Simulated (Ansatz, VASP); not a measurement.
# Zr in VASP and in Ansatz

```
Zr
1.0
    -1.75570    1.75570    1.81000
     1.75570   -1.75570    1.81000
     1.75570    1.75570   -1.81000
Zr
1
Direct
  0.00000 0.00000 0.00000
```

Change from the starting cell: equal xx and yy strain of -3 %.

Alike in both runs: task single point; functional PBEsol; k mesh 14 × 14 × 14; occupations fermi-dirac, width 0.08 eV; no spin polarisation.

```csv
,VASP,Ansatz
version,VASP 6.6.1,Ansatz 0.2.0
potentials or method,"VASP PAW PBE potentials, release 64 (Zr_sv), cutoff 520 eV","all-electron LAPW, scalar-relativistic"
```

```tsv
	VASP	Ansatz	Ansatz less VASP
pressure (GPa)	-1.8	-1.9	-0.05
traceless stress, the component that is largest in VASP (GPa)	0.15	0.15	-0.001
```

VASP's potentials were made for PBE, not for PBEsol. Ansatz ran all-electron here, and VASP with PAW potentials.
